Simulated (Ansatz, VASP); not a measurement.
# Two plane-wave programs on IrRu5

File INCAR:

```
SYSTEM = IrRu5
PREC = Accurate
ENCUT = 520
EDIFF = 1E-7
ISMEAR = 0
SIGMA = 0.1
LREAL = .False.
LASPH = .True.
NELM = 150
ALGO = Normal
ISIF = 2
LWAVE = .False.
LCHARG = .True.
ISPIN = 2
MAGMOM = 1 1 1 1 1 1
LORBIT = 11
LMAXMIX = 4
GGA = PE
LELF = .True.
LVHAR = .True.
NBANDS = 52
```

The input KPOINTS:

```
regular mesh
0
Gamma
  6 6 2
  0 0 0
```

File POSCAR:

```
IrRu5
1.0
    2.7474301043      0.0000000000      0.0000000000
   -1.3737150522      2.3793442655      0.0000000000
    0.0000000000      0.0000000000     12.7835219431
Ru Ir
5 1
Direct
    0.3333333333      0.6666666667      0.8307501358
    0.3333333333      0.6666666667      0.1692498642
    0.3333333333      0.6666666667      0.5000000000
    0.6666666667      0.3333333333      0.3334798196
    0.6666666667      0.3333333333      0.6665201804
    0.6666666667      0.3333333333      0.0000000000
```

Input for Ansatz:

```yaml
crystal:
  lattice:
    - [2.7474301043, 0.0, 0.0]
    - [-1.3737150522, 2.3793442655, 0.0]
    - [0.0, 0.0, 12.7835219431]
  atoms:
    - { symbol: Ru, position: [0.3333333333, 0.6666666667, 0.8307501358], spin: 1.0 }
    - { symbol: Ru, position: [0.3333333333, 0.6666666667, 0.1692498642], spin: 1.0 }
    - { symbol: Ru, position: [0.3333333333, 0.6666666667, 0.5], spin: 1.0 }
    - { symbol: Ru, position: [0.6666666667, 0.3333333333, 0.3334798196], spin: 1.0 }
    - { symbol: Ru, position: [0.6666666667, 0.3333333333, 0.6665201804], spin: 1.0 }
    - { symbol: Ir, position: [0.6666666667, 0.3333333333, 0.0], spin: 1.0 }
basis:
  ecutwfc: 420
kpoints:
  mp_grid: { grid: [6, 6, 2] }
hamiltonian:
  xc: pbe
scf:
  occupations: { method: gaussian, width: 0.1 }
  lower_state_search: "off"
output:
  forces: true
  stress: true
  eigenvalues: true
  populations: true
magnetization:
  spin_polarized: true
```

Alike in both runs: task single point; functional PBE; k mesh 6 × 6 × 2; occupations gaussian, width 0.1 eV; collinear spin.

|  | VASP | Ansatz |
| --- | --- | --- |
| version | VASP 6.6.1 | Ansatz 0.2.0 |
| potentials or method | VASP PAW PBE potentials, release 64 (Ru_pv, Ir), cutoff 520 eV | scalar-relativistic, plane waves, PAW |
| valence electrons in the cell | 79 | 97 |

Ansatz gave:

| Property | Result |
| --- | --- |
| gap on the k mesh at the Fermi level (eV) | none |
| pressure (GPa) | 0.0 |
| rms of the force components (eV/Å) | 0.000 |
| net moment per atom (μB) | 0.00 |

**Question.** Which values does VASP return?

**Answer.** gap on the k mesh at the Fermi level (eV): none; pressure (GPa): 0.0; rms of the force components (eV/Å): 0.006; net moment per atom (μB): 0.00.

Atom by atom the forces differ by 0.006 eV/Å (rms over components). A gap of «none» marks a metal or a gap that the smearing closes. With one functional, cell and mesh, what is left measures potentials, basis and numerics. VASP's potentials hold 79 valence electrons a cell and Ansatz's 97, so a difference there can come from the potentials and not from the codes. Ansatz's warnings: seeded moment not kept.

The k mesh is coarse, so the values compare programs but aren't converged. Neither program's run includes spin-orbit coupling.
